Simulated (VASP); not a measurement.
# PbF2 (Fm-3m) in VASP: a series of runs, part 2 of 2

VASP 6.6.1. The steps go on from the part before.

### 3 Single point, PBE (17.29 Å³/atom)

This run uses another cell than the first one, of 17.29 Å³/atom.

The input, INCAR:

```
SYSTEM = PbF2
PREC     = Accurate       ! precision mode
ENCUT    = 520            ! plane-wave cutoff, eV
EDIFF    = 1E-6           ! SCF threshold, eV
ISMEAR   = 0              ! smearing method
SIGMA    = 0.05           ! smearing width, eV
LREAL    = .False.        ! projectors in reciprocal space
LASPH    = .True.         ! aspherical terms in the spheres
NELM     = 100            ! most SCF steps
ALGO     = Normal         ! electronic algorithm
ISIF     = 2              ! what is computed and relaxed
LWAVE    = .False.        ! write WAVECAR
LCHARG   = .False.        ! write CHGCAR
GGA      = PE             ! functional
NBANDS   = 21             ! bands
```

The input, KPOINTS:

```
regular mesh
0
Gamma
  10 10 10
  0 0 0
```

The input, POSCAR:

```
PbF2
1.0
    0.0000000000      2.9598140651      2.9598140651
    2.9598140651      0.0000000000      2.9598140651
    2.9598140651      2.9598140651      0.0000000000
Pb F
1 2
Direct
    0.0000000000      0.0000000000      0.0000000000
    0.2500000000      0.2500000000      0.2500000000
    0.7500000000      0.7500000000      0.7500000000
```

Potentials or basis: VASP PAW PBE potentials, release 64 (Pb_d, F).

On the command line:

```console
cat potpaw_PBE.64/Pb_d/POTCAR potpaw_PBE.64/F/POTCAR > POTCAR
mpirun -np 1 vasp_std > vasp.out
```

OUTCAR:

```text
SYSTEM = PbF2
   PREC = Accurate
   ENCUT = 520
   EDIFF = 1E-6
   ISMEAR = 0
   LREAL = .False.
   LASPH = .True.
   NELM = 100
   ISIF = 2
   GGA = PE

 ion  position               nearest neighbor table
   1  0.000  0.000  0.000-   3 2.56   3 2.56   3 2.56   2 2.56   3 2.56   2 2.56   2 2.56   2 2.56

   2  0.250  0.250  0.250-   1 2.56   1 2.56   1 2.56   1 2.56
   3  0.750  0.750  0.750-   1 2.56   1 2.56   1 2.56   1 2.56

  LATTYP: Found a face centered cubic cell.
 ALAT       =     5.9196281302

  Lattice vectors:

 A1 = (   0.0000000000,   2.9598140651,   2.9598140651)
 A2 = (   2.9598140651,   0.0000000000,   2.9598140651)
 A3 = (   2.9598140651,   2.9598140651,   0.0000000000)

Analysis of symmetry for initial positions (statically):
=====================================================================
 Subroutine PRICEL returns:
 Original cell was already a primitive cell.

 Routine SETGRP: Setting up the symmetry group for a
 face centered cubic supercell.

 Subroutine GETGRP returns: Found 48 space group operations
 (whereof 48 operations were pure point group operations)
 out of a pool of 48 trial point group operations.

The static configuration has the point symmetry O_h .

Analysis of symmetry for dynamics (positions and initial velocities):
=====================================================================
 Subroutine PRICEL returns:
 Original cell was already a primitive cell.

 Routine SETGRP: Setting up the symmetry group for a
 face centered cubic supercell.

 Subroutine GETGRP returns: Found 48 space group operations
 (whereof 48 operations were pure point group operations)
 out of a pool of 48 trial point group operations.

The dynamic configuration has the point symmetry O_h .

 Subroutine INISYM returns: Found 48 space group operations
 (whereof 48 operations are pure point group operations),
 and found     1 'primitive' translations

[... 111 lines left out ...]
   ISMEAR =     0;   SIGMA  =   0.05  broadening in eV -4-tet -1-fermi 0-gaus
   EFERMI_NEDOS =   21; number of points for ismear=-14 and -15
   IALGO  =     38    algorithm
   IMIX   =      4    mixing-type and parameters
     AMIX     =   0.40;   BMIX     =  1.00
     AMIX_MAG =   1.60;   BMIX_MAG =  1.00
  volume/ion in A,a.u.               =      17.29       116.65
  Fermi-wavevector in a.u.,A,eV,Ry     =   1.333070  2.519138 24.178596  1.777077
  Thomas-Fermi vector in A             =   2.461957
   LORBIT       =      0    0 simple, 1 ext, 2 COOP (PROOUT), +10 PAW based schemes
   GGA     = PE    functional components
   LHFCALC =     F    Hartree Fock is set to
   AEXX    =    0.0000 exact exchange contribution
   IVDW    =     0    specifies the selected vdW correction
   LEPSILON=     F    determine dielectric tensor
   LRPA    =     F    only Hartree local field effects (RPA)
 non-spin polarized calculation
 Gauss-broadening in eV      SIGMA  =   0.05
  energy-cutoff  :      520.00
  volume of cell :       51.86
 maximum number of plane-waves:      1411
   NGX = 15   NGY = 15   NGZ = 15

 number of electron      28.0000003 magnetization

 Free energy of the ion-electron system (eV)
  ---------------------------------------------------
  ext. energy  EPLUGINS =         0.00000000
  ---------------------------------------------------
  free energy    TOTEN  =       -14.33027481 eV

  energy without entropy =      -14.33027481  energy(sigma->0) =      -14.33027481

 E-fermi :   2.1423     XC(G=0):  -9.4257

 val. band max:        1.9276714430   @ k =  -0.3000   0.4000   0.2000
 cond. band min:       6.3530841145   @ k =   0.5000   0.5000   0.0000
 fundamental gap:      4.4254126715
 Fermi energy:         2.1423143613

 k-point     1 :       0.0000    0.0000    0.0000
  band No.  band energies     occupation
      1     -19.1925      2.00000
      2     -18.5647      2.00000
      3     -12.5045      2.00000
      4     -12.5045      2.00000
      5     -12.5045      2.00000
      6     -12.4461      2.00000
[... 565 lines left out ...]
     20      17.8077      0.00000
     21      19.0929      0.00000

 [... further k-points ...]

------------------------ aborting loop because EDIFF is reached ----------------------------------------

  FORCE on cell =-STRESS in cart. coord.  units (eV):
  Direction    XX          YY          ZZ          XY          YZ          ZX
  --------------------------------------------------------------------------------------
  -------------------------------------------------------------------------------------
  Total        0.9031522      0.9031522      0.9031522      0.0000000      0.0000000      0.0000000
  in kB       27.9028283     27.9028283     27.9028283      0.0000000      0.0000000      0.0000000
  external PRESSURE =      27.9028283 kB  Pullay stress =       0.0000000 kB

 VOLUME and BASIS-vectors are now :
 -----------------------------------------------------------------------------
  energy-cutoff  :      520.00
  volume of cell :       51.86
      direct lattice vectors                 reciprocal lattice vectors
     0.000000000  2.959814065  2.959814065    -0.168929530  0.168929530  0.168929530
     2.959814065  0.000000000  2.959814065     0.168929530 -0.168929530  0.168929530
     2.959814065  2.959814065  0.000000000     0.168929530  0.168929530 -0.168929530

 POSITION                                       TOTAL-FORCE (eV/Angst)
 -----------------------------------------------------------------------------------
      0.00000      0.00000      0.00000        -0.000000      0.000000      0.000000
      1.47991      1.47991      1.47991         0.000000      0.000000     -0.000000
      4.43972      4.43972      4.43972         0.000000     -0.000000      0.000000
 -----------------------------------------------------------------------------------
    total drift:                                0.000000     -0.000000      0.000000

  FREE ENERGIE OF THE ION-ELECTRON SYSTEM (eV)
  ---------------------------------------------------
  free  energy   TOTEN  =       -14.3302748084 eV

  energy  without entropy=      -14.3302748084  energy(sigma->0) =      -14.33027481
```

OSZICAR:

```text
N       E                     dE             d eps       ncg     rms          rms(c)
DAV:   1     0.300222255128E+03    0.30022E+03   -0.14711E+04  1998   0.153E+03
DAV:   2     0.111727711189E+02   -0.28905E+03   -0.27139E+03  2091   0.427E+02
DAV:   3    -0.154726390935E+02   -0.26645E+02   -0.26341E+02  2269   0.139E+02
DAV:   4    -0.162315183255E+02   -0.75888E+00   -0.75832E+00  2285   0.246E+01
DAV:   5    -0.162571316196E+02   -0.25613E-01   -0.25611E-01  2476   0.475E+00    0.799E+00
DAV:   6    -0.143351348127E+02    0.19220E+01   -0.86612E+00  2639   0.232E+01    0.264E+00
DAV:   7    -0.143347993197E+02    0.33549E-03   -0.44762E-01  2129   0.407E+00    0.156E+00
DAV:   8    -0.143326039596E+02    0.21954E-02   -0.10155E-01  2069   0.352E+00    0.550E-01
DAV:   9    -0.143291312814E+02    0.34727E-02   -0.19451E-02  2640   0.106E+00    0.102E-01
DAV:  10    -0.143302763545E+02   -0.11451E-02   -0.15305E-03  2059   0.323E-01    0.327E-02
DAV:  11    -0.143302654416E+02    0.10913E-04   -0.12105E-04  2267   0.932E-02    0.911E-03
DAV:  12    -0.143302757951E+02   -0.10353E-04   -0.22665E-05  2087   0.358E-02    0.775E-03
DAV:  13    -0.143302747644E+02    0.10307E-05   -0.63422E-06  2225   0.236E-02    0.711E-04
DAV:  14    -0.143302748084E+02   -0.44005E-07   -0.39953E-07  1392   0.507E-03
   1 F= -.14330275E+02 E0= -.14330275E+02  d E =-.113058E-10
```

It took 33 s on 1 thread of AMD EPYC 7R43 (Zen 3), shared host; peak memory 0.16 GiB.

Results:

```yaml
Free_energy: -14.3303 eV
Pressure: 2.8 GPa
Band_gap_on_the_k_mesh: 4.43 eV (least direct gap 4.56 eV)
```

Levels at points of the mesh, in eV from the valence-band top:
| k point | band 12 | band 13 | band 14 | band 15 | band 16 | band 17 |
| --- | --- | --- | --- | --- | --- | --- |
| (0.00, 0.00, 0.00) | -1.99 | -1.99 | -1.99 | 6.79 | 6.79 | 6.79 |
| (0.50, 0.00, 0.00) | -2.16 | -2.16 | -0.02 | 5.04 | 7.69 | 7.69 |
| (0.50, 0.50, 0.00) | -1.57 | -1.57 | -0.14 | 4.43 | 7.92 | 7.92 |

Caveat: spin-orbit coupling is left out, which moves the levels of the heavy elements.

### 4 Single point, PBE (17.65 Å³/atom)

This run uses another cell than the first one, of 17.65 Å³/atom.

The input, INCAR:

```
SYSTEM = PbF2
PREC = Accurate
ENCUT = 520
EDIFF = 1E-6
ISMEAR = 0
SIGMA = 0.05
LREAL = .FALSE.
LASPH = .TRUE.
NELM = 100
ALGO = Normal
ISIF = 2
LWAVE = .FALSE.
LCHARG = .TRUE.
GGA = PE
LELF = .TRUE.
LVHAR = .TRUE.
NBANDS = 21
```

The input, KPOINTS:

```
regular mesh
0
G
  10 10 10
  0 0 0
```

The input, POSCAR:

```
PbF2
1.0
    0.0000000000      2.9802272209      2.9802272209
    2.9802272209      0.0000000000      2.9802272209
    2.9802272209      2.9802272209      0.0000000000
Pb F
1 2
Direct
    0.0000000000      0.0000000000      0.0000000000
    0.2500000000      0.2500000000      0.2500000000
    0.7500000000      0.7500000000      0.7500000000
```

On the command line:

```console
cat potpaw_PBE.64/Pb_d/POTCAR potpaw_PBE.64/F/POTCAR > POTCAR
mpirun -np 1 vasp_std > vasp.out
```

Wall time 39 s (1 thread of AMD EPYC 7R43 (Zen 3), shared host); peak memory 0.16 GiB.

Results (log left out):

```yaml
Free_energy: -14.3458 eV
Pressure: 1.2 GPa
Band_gap_on_the_k_mesh: 4.43 eV (least direct gap 4.56 eV)
```

Levels at points of the mesh, in eV from the valence-band top:
| k point | band 12 | band 13 | band 14 | band 15 | band 16 | band 17 |
| --- | --- | --- | --- | --- | --- | --- |
| (0.00, 0.00, 0.00) | -1.86 | -1.86 | -1.86 | 6.77 | 6.77 | 6.77 |
| (0.50, 0.00, 0.00) | -2.03 | -2.03 | -0.01 | 5.04 | 7.62 | 7.62 |
| (0.50, 0.50, 0.00) | -1.46 | -1.45 | -0.14 | 4.43 | 7.85 | 7.85 |

Caveat: spin-orbit coupling is left out, which moves the levels of the heavy elements.

### 5 Single point, PBE (17.81 Å³/atom)

This run uses another cell than the first one, of 17.81 Å³/atom.

The input, INCAR:

```
ALGO     = Normal         # electronic algorithm
EDIFF    = 1E-7           # SCF threshold, eV
ENCUT    = 520            # plane-wave cutoff, eV
GGA      = PE             # functional
ISIF     = 2              # what is computed and relaxed
ISMEAR   = 0              # smearing method
LASPH    = True           # aspherical terms in the spheres
LCHARG   = True           # write CHGCAR
LELF     = True           # ELF
LREAL    = False          # projectors in reciprocal space
LVHAR    = True         
LWAVE    = False          # write WAVECAR
NBANDS   = 21             # bands
NELM     = 100            # most SCF steps
PREC     = Accurate       # precision mode
SIGMA    = 0.05           # smearing width, eV
```

The input, KPOINTS:

```
k-points
0
Gamma
  10 10 10
```

The input, POSCAR:

```
PbF2
1.0
    0.0000000000      2.9892857645      2.9892857645
    2.9892857645      0.0000000000      2.9892857645
    2.9892857645      2.9892857645      0.0000000000
Pb F
1 2
Direct
    0.0000000000      0.0000000000      0.0000000000
    0.2500000000      0.2500000000      0.2500000000
    0.7500000000      0.7500000000      0.7500000000
```

On the command line:

```console
cat potpaw_PBE.64/Pb_d/POTCAR potpaw_PBE.64/F/POTCAR > POTCAR
mpirun -np 1 vasp_std > vasp.out
```

It took 36 s on 1 thread of AMD EPYC 7R43 (Zen 3), shared host; peak memory 0.17 GiB.

The run converged. Its results:

```yaml
Free_energy: -14.3493 eV
Pressure: 0.6 GPa
Band_gap_on_the_k_mesh: 4.43 eV (least direct gap 4.56 eV)
```

Levels at points of the mesh, in eV from the valence-band top:
```
           k point  band 12  band 13  band 14  band 15  band 16  band 17
(0.00, 0.00, 0.00)    -1.81    -1.81    -1.81     6.76     6.76     6.76
(0.50, 0.00, 0.00)    -1.98    -1.98    -0.01     5.04     7.59     7.59
(0.50, 0.50, 0.00)    -1.41    -1.40    -0.14     4.43     7.81     7.81
```

Caveat: spin-orbit coupling is left out, which moves the levels of the heavy elements.

### 6 Overview

```tsv
cell	gap on the mesh (eV)	pressure (GPa)
a = 4.164 Å, angles 60.0°, 3 atoms	4.42	4.1
a = 4.186 Å, angles 60.0°, 3 atoms	4.43	2.8
a = 4.215 Å, angles 60.0°, 3 atoms	4.43	1.2
a = 4.227 Å, angles 60.0°, 3 atoms	4.43	0.6
```

Alike in all rows: task single point; level PBE; potentials or basis VASP PAW PBE potentials, release 64 (Pb_d, F); no spin polarisation; k mesh 10 × 10 × 10; cutoff (eV) 520; smearing gaussian 0.05 eV.

Caveats: spin-orbit coupling is left out, which moves the levels of the heavy elements; the cell stands under pressure (at least some runs).

Absolute energies hang on the potentials; compare differences alone.
